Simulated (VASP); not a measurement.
**Bi: single point with PBE**

Bi:

```xyz
4
Lattice="3.5207 0.0000 0.0000 -1.7603 3.0490 0.0000 0.0000 0.0000 11.7886" Properties=species:S:1:pos:R:3 pbc="T T T"
Bi    0.0000    0.0000    0.0000
Bi    0.0000    2.0327    2.9471
Bi    0.0000    0.0000    5.8943
Bi    1.7603    1.0163    8.8414
```

This isn't the form of Bi at room conditions, which is rhombohedral.

```
Program                : VASP 6.6.1
Task                   : single point
Functional             : PBE
Potentials or basis    : VASP PAW PBE potentials, release 64 (Bi_d)
Cutoff                 : 520 eV
k mesh                 : 12 × 12 × 4
Occupations            : gaussian, width 0.1 eV
Spin                   : no spin polarisation
Dipole correction      : no
Further INCAR settings : ALGO = Normal; EDIFF = 1e-06; NBANDS = 38
```

- Pressure: -0.1 GPa
- Band gap on the k mesh: zero (bands 30 and 31 overlap by 6.37 eV)

Levels at points of the mesh, in eV from the Fermi level:
```tsv
k point	band 27	band 28	band 29	band 30	band 31	band 32	band 33	band 34
(0.00, 0.00, 0.00)	-1.31	3.53	3.53	4.18	4.18	4.19	4.19	4.54
(0.50, 0.00, 0.00)	-3.85	-3.44	-1.45	-0.74	0.53	1.40	1.62	1.64
(0.00, 0.00, 0.50)	2.07	2.07	3.71	3.71	3.71	3.71	4.72	4.72
(0.50, 0.00, 0.50)	-4.06	-4.06	-0.44	-0.44	0.82	0.82	1.05	1.05
```

Wall time 110 s on 1 thread of AMD EPYC 9R45 96-Core Processor (Zen 5), with other jobs on the host, peak memory 0.33 GiB.

Caveat: spin-orbit coupling is left out, which moves the levels of the heavy elements.
